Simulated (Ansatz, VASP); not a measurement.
CdTe4 in VASP and in Ansatz

```xyz
5
Lattice="5.5968 0.0000 0.0000 0.0000 5.5968 0.0000 0.0000 0.0000 5.5968" Properties=species:S:1:pos:R:3 pbc="T T T"
Cd    0.0000    0.0000    0.0000
Te    2.7984    0.0000    0.0000
Te    0.0000    2.7984    0.0000
Te    0.0000    0.0000    2.7984
Te    2.7984    2.7984    2.7984
```

Alike in both runs: task relaxation of cell and atoms; functional PBE; k mesh 4 × 4 × 4; occupations gaussian, width 0.1 eV; no spin polarisation.

|  | VASP | Ansatz |
| --- | --- | --- |
| version | VASP 6.6.1 | Ansatz 0.2.0 |
| potentials or method | VASP PAW PBE potentials, release 64 (Cd, Te), cutoff 600 eV | scalar-relativistic, plane waves, PAW |
| valence electrons in the cell | 36 | 84 |

VASP gave:

- gap on the k mesh at the Fermi level, each at its own relaxed structure (eV): none
- relaxed volume (Å³/atom): 34.18
- relaxed cell length with the largest relative difference (Å): 5.549

**Question.** Which values does Ansatz return?

**Answer.** gap on the k mesh at the Fermi level, each at its own relaxed structure (eV): none; relaxed volume (Å³/atom): 34.30; relaxed cell length with the largest relative difference (Å): 5.556.

A gap of «none» marks a metal or a gap that the smearing closes. VASP's potentials hold 36 valence electrons a cell and Ansatz's 84, so a difference there can come from the potentials and not from the codes.

Spin-orbit coupling is off throughout.
